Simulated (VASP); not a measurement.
# Si (a cell with a defect) in VASP: notebook, part 3 of 3

VASP 6.6.1.

## (7) Relaxation of the atoms, PBE

INCAR reads:

```
SYSTEM = Si
PREC = Accurate
ENCUT = 520
EDIFF = 1E-6
ISMEAR = 0
SIGMA = 0.05
LREAL = Auto
LASPH = .TRUE.
NELM = 60
ALGO = Normal
ISIF = 2
LWAVE = .FALSE.
LCHARG = .FALSE.
GGA = PE
IBRION = 2
NSW = 80
EDIFFG = -0.03
```

KPOINTS reads:

```
regular mesh
0
G
  2 2 2
  0 0 0
```

POSCAR reads:

```
Si
1.0
    0.0000000000      5.4300000000      5.4300000000
    5.4300000000      0.0000000000      5.4300000000
    5.4300000000      5.4300000000      0.0000000000
Si
17
Direct
    0.0000000000      0.0000000000      0.0000000000
    0.1250000000      0.1250000000      0.1250000000
    0.0000000000      0.0000000000      0.5000000000
    0.1250000000      0.1250000000      0.6250000000
    0.0000000000      0.5000000000      0.0000000000
    0.1250000000      0.6250000000      0.1250000000
    0.0000000000      0.5000000000      0.5000000000
    0.1250000000      0.6250000000      0.6250000000
    0.5000000000      0.0000000000      0.0000000000
    0.6250000000      0.1250000000      0.1250000000
    0.5000000000      0.0000000000      0.5000000000
    0.6250000000      0.1250000000      0.6250000000
    0.5000000000      0.5000000000      0.0000000000
    0.6250000000      0.6250000000      0.1250000000
    0.5000000000      0.5000000000      0.5000000000
    0.6250000000      0.6250000000      0.6250000000
    0.7414806500      0.7547343700      0.7432871000
```

Potentials or basis: VASP PAW PBE potentials, release 64 (Si).

The run is started by

```console
> cat potpaw_PBE.64/Si/POTCAR > POTCAR
> mpirun -np 1 vasp_std > vasp.out
```

OUTCAR:

```text
SYSTEM = Si
   PREC = Accurate
   ENCUT = 520
   EDIFF = 1E-6
   ISMEAR = 0
   LREAL = Auto
   LASPH = .TRUE.
   NELM = 60
   ISIF = 2
   GGA = PE
   IBRION = 2
   NSW = 80
   EDIFFG = -0.03

 ion  position               nearest neighbor table
   1  0.000  0.000  0.000-   2 2.35   4 2.35   6 2.35  10 2.35
   2  0.125  0.125  0.125-   1 2.35   3 2.35   5 2.35   9 2.35
   3  0.000  0.000  0.500-   2 2.35   4 2.35   8 2.35  12 2.35  17 2.74
   4  0.125  0.125  0.625-   1 2.35   3 2.35   7 2.35  11 2.35
   5  0.000  0.500  0.000-   2 2.35   6 2.35   8 2.35  14 2.35  17 2.80
   6  0.125  0.625  0.125-   1 2.35   5 2.35   7 2.35  13 2.35
   7  0.000  0.500  0.500-   4 2.35   6 2.35   8 2.35  16 2.35  17 2.71
   8  0.125  0.625  0.625-   3 2.35   5 2.35   7 2.35  15 2.35  17 2.41
   9  0.500  0.000  0.000-   2 2.35  10 2.35  12 2.35  14 2.35  17 2.73
  10  0.625  0.125  0.125-   1 2.35   9 2.35  11 2.35  13 2.35
  11  0.500  0.000  0.500-   4 2.35  10 2.35  12 2.35  16 2.35  17 2.63
  12  0.625  0.125  0.625-  17 2.32   9 2.35  11 2.35  15 2.35   3 2.35
  13  0.500  0.500  0.000-   6 2.35  10 2.35  14 2.35  16 2.35  17 2.70
  14  0.625  0.625  0.125-   5 2.35   9 2.35  13 2.35  15 2.35  17 2.39
  15  0.500  0.500  0.500-   8 2.35  12 2.35  14 2.35  16 2.35
  16  0.625  0.625  0.625-  17 2.29  11 2.35  13 2.35  15 2.35   7 2.35
  17  0.741  0.755  0.743-  16 2.29  12 2.32  14 2.39   8 2.41  11 2.63  13 2.70   7 2.71   9 2.73
[... 191 lines left out ...]

 number of electron      68.0000003 magnetization

 Free energy of the ion-electron system (eV)
  ---------------------------------------------------
  ext. energy  EPLUGINS =         0.00000000
  ---------------------------------------------------
  free energy    TOTEN  =       -87.84163897 eV

  energy without entropy =      -87.83202502  energy(sigma->0) =      -87.83683199

------------------------ aborting loop because EDIFF is reached ----------------------------------------

  FORCE on cell =-STRESS in cart. coord.  units (eV):
  Direction    XX          YY          ZZ          XY          YZ          ZX
  --------------------------------------------------------------------------------------
  -------------------------------------------------------------------------------------
  Total       11.6858505     11.7510579     11.6906739      0.2794910      0.1660903      1.0604056
  in kB       58.4711214     58.7973919     58.4952560      1.3984564      0.8310464      5.3058274
  external PRESSURE =      58.5879231 kB  Pullay stress =       0.0000000 kB
[... 293 lines left out ...]
--------------------------------------- Ionic step        7  -------------------------------------------

 number of electron      68.0000000 magnetization

 Free energy of the ion-electron system (eV)
  ---------------------------------------------------
  ext. energy  EPLUGINS =         0.00000000
  ---------------------------------------------------
  free energy    TOTEN  =       -87.99510654 eV

  energy without entropy =      -87.98516608  energy(sigma->0) =      -87.99013631

 E-fermi :   6.9105     XC(G=0):  -9.6743

 val. band max:        6.6864789309   @ k =   0.0000   0.0000   0.0000
 cond. band min:       6.9259704488   @ k =   0.0000   0.5000   0.5000
 fundamental gap:      0.2394915179
 Fermi energy:         6.9104530209

 k-point     1 :       0.0000    0.0000    0.0000
  band No.  band energies     occupation
      1      -6.3187      2.00000
      2      -3.7766      2.00000
      3      -3.6293      2.00000
      4      -3.6271      2.00000
      5      -3.6265      2.00000
      6      -2.8031      2.00000
[... 401 lines left out ...]
  FREE ENERGIE OF THE ION-ELECTRON SYSTEM (eV)
  ---------------------------------------------------
  free  energy   TOTEN  =       -87.9951065363 eV

  energy  without entropy=      -87.9851660788  energy(sigma->0) =      -87.99013631

 reached required accuracy - stopping structural energy minimisation
```

OSZICAR:

```text
N       E                     dE             d eps       ncg     rms          rms(c)
DAV:   1     0.189966507393E+03    0.18997E+03   -0.26813E+04   688   0.131E+03
DAV:   2    -0.721202158436E+02   -0.26209E+03   -0.25213E+03   835   0.189E+02
DAV:   3    -0.891139200774E+02   -0.16994E+02   -0.16699E+02   872   0.427E+01
DAV:   4    -0.895503190785E+02   -0.43640E+00   -0.43163E+00   853   0.812E+00
[... 48 lines left out ...]
       N       E                     dE             d eps       ncg     rms          rms(c)
DAV:   1    -0.879950653014E+02   -0.24124E-03   -0.10304E-02   706   0.403E-01    0.511E-02
DAV:   2    -0.879951114042E+02   -0.46103E-04   -0.61721E-04   832   0.973E-02    0.183E-02
DAV:   3    -0.879951069414E+02    0.44628E-05   -0.23605E-05   797   0.205E-02    0.101E-02
DAV:   4    -0.879951065363E+02    0.40509E-06   -0.52196E-06   760   0.816E-03
   7 F= -.87995107E+02 E0= -.87990136E+02  d E =-.164498E-02
```

CONTCAR:

```text
Si
   1.00000000000000
     0.0000000000000000    5.4299999999999997    5.4299999999999997
     5.4299999999999997    0.0000000000000000    5.4299999999999997
     5.4299999999999997    5.4299999999999997    0.0000000000000000
  Si
    17
Direct
     0.0000983897035597    0.9999332575520452    0.0000716016670715
     0.1245099258467145    0.1247689347020437    0.1245525129561529
     0.0028440462373580    0.0032328986549529    0.4968814857547322
     0.1242598113846757    0.1245618592256204    0.6265338638610682
     0.0028872824668471    0.4970576381405037    0.0029370467202731
     0.1244456048389342    0.6262791934855214    0.1244871749712767
[... 9 lines left out ...]
     0.6221326297620940    0.6219711394303967    0.6221016058288481
     0.7472919173249782    0.7515623537164599    0.7478902976904575

  0.00000000E+00  0.00000000E+00  0.00000000E+00
  0.00000000E+00  0.00000000E+00  0.00000000E+00
  0.00000000E+00  0.00000000E+00  0.00000000E+00
  0.00000000E+00  0.00000000E+00  0.00000000E+00
  0.00000000E+00  0.00000000E+00  0.00000000E+00
  0.00000000E+00  0.00000000E+00  0.00000000E+00
[... 9 lines left out ...]
  0.00000000E+00  0.00000000E+00  0.00000000E+00
  0.00000000E+00  0.00000000E+00  0.00000000E+00
```

It took 10 min on 1 thread of Oxide Virtual Turin-like, shared host; peak memory 0.5 GiB.

What came out:

```
Free energy                  : -87.9951 eV
Energy gained by relaxing    : 9.0 meV/atom
Ionic steps                  : 7
Pressure after relaxing      : 5.3 GPa
Largest force after relaxing : 0.028 eV/Å
Band gap on the k mesh       : zero (bands 34 and 35 overlap by 0.25 eV)
```

Forces in eV/Å, atoms in the order of the input:
```
Si   0.002  0.004  0.002
Si  -0.007  0.000 -0.006
Si   0.017 -0.007 -0.010
Si  -0.009  0.001  0.010
Si   0.004 -0.008  0.000
Si   0.002  0.005  0.003
Si   0.010 -0.014 -0.020
Si  -0.022  0.005  0.017
Si  -0.010 -0.005  0.016
Si   0.010 -0.001 -0.010
Si  -0.005  0.011 -0.004
Si   0.006 -0.022  0.003
Si  -0.017 -0.011  0.011
Si   0.017  0.003 -0.022
Si  -0.003  0.021  0.001
Si   0.006 -0.009  0.004
Si   0.002  0.028  0.004
```

Step by step:
```tsv
step	energy change (eV)	largest force (eV/Å)	pressure (GPa)
1	0.0000	1.3469	5.86
2	-0.1459	0.2474	5.35
3	-0.1460	0.2520	5.34
4	-0.1518	0.1151	5.32
5	-0.1518	0.1185	5.32
6	-0.1532	0.0642	5.33
7	-0.1535	0.0283	5.34
```

Final structure:
```
CELL_PARAMETERS angstrom
0.00000 5.43000 5.43000
5.43000 0.00000 5.43000
5.43000 5.43000 0.00000
ATOMIC_POSITIONS crystal
Si 0.00010 0.99993 0.00007
Si 0.12451 0.12477 0.12455
Si 0.00284 0.00323 0.49688
Si 0.12426 0.12456 0.62653
Si 0.00289 0.49706 0.00294
Si 0.12445 0.62628 0.12449
Si 0.00279 0.49695 0.49686
Si 0.12927 0.62355 0.62363
Si 0.49685 0.00324 0.00290
Si 0.62658 0.12453 0.12427
Si 0.49674 0.00314 0.49675
Si 0.62260 0.13238 0.62258
Si 0.49683 0.49694 0.00282
Si 0.62350 0.62341 0.12969
Si 0.49786 0.50123 0.49833
Si 0.62213 0.62197 0.62210
Si 0.74729 0.75156 0.74789
```

Caveat: the k points lie up to 0.50 Å⁻¹ apart.

## (8) Summary

```tsv
task	cell	gap on the mesh (eV)	pressure (GPa)	largest force (eV/Å)
single point	as given, atomic positions A	none	5.3	0.02
relaxation of the atoms	atoms relaxed, atomic positions B	none	5.3	0.02
relaxation of the atoms	atoms relaxed, atomic positions C	none	5.3	0.03
```

Alike in all rows: level PBE; potentials or basis VASP PAW PBE potentials, release 64 (Si); no spin polarisation; k mesh 2 × 2 × 2; cutoff (eV) 520; smearing gaussian 0.05 eV.

Caveats: all runs use coarse meshes.

Total energies depend on the potentials used, so only differences within one code and one set of settings carry meaning.
